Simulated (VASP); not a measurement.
**ZnO: single point with PBE**

ZnO:

```
Zn O
1.0
     3.00697    0.00000    0.00000
    -1.50349    2.60411    0.00000
     0.00000    0.00000    4.85018
Zn O
2 2
Direct
  0.66667 0.33333 0.50065
  0.33333 0.66667 0.00065
  0.66667 0.33333 0.87966
  0.33333 0.66667 0.37966
```

```
Program                : VASP 6.6.1
Task                   : single point
Functional             : PBE
Potentials or basis    : VASP PAW PBE potentials, release 64 (Zn, O)
Cutoff                 : 520 eV
k mesh                 : 12 × 12 × 6
Occupations            : gaussian, width 0.02 eV
Spin                   : no spin polarisation
Dipole correction      : no
Further INCAR settings : ALGO = Normal; EDIFF = 1e-07; NBANDS = 26
```

The pressure is 62.7 GPa. The largest force is 0.006 eV/Å and the band gap on the k mesh is 1.10 eV, direct.

Forces in eV/Å, atoms in the order of the input:
```
Zn   0.000  0.000  0.006
Zn   0.000  0.000  0.006
O    0.000  0.000 -0.006
O    0.000  0.000 -0.006
```

Levels at points of the mesh, in eV from the valence-band top:
```csv
k point,band 14,band 15,band 16,band 17,band 18,band 19,band 20,band 21,band 22,band 23
"(0.00, 0.00, 0.00)",-1.09,-1.09,-0.18,0.00,0.00,1.10,6.05,8.93,14.03,14.03
"(0.50, 0.00, 0.00)",-4.08,-3.53,-3.08,-1.68,-1.17,6.73,7.09,7.76,9.98,11.92
"(0.00, 0.00, 0.50)",-2.45,-0.54,-0.54,-0.54,-0.54,3.96,3.96,10.92,10.92,14.33
"(0.50, 0.00, 0.50)",-4.31,-2.04,-2.04,-1.84,-1.84,6.00,6.00,9.72,9.72,12.28
```

Run time: 47 s on 1 thread of Intel(R) Xeon(R) Platinum 8488C (Sapphire Rapids), on a shared host, peak memory 0.19 GiB.

Expect the measured gap to be larger: semilocal functionals such as PBE lack the derivative discontinuity.
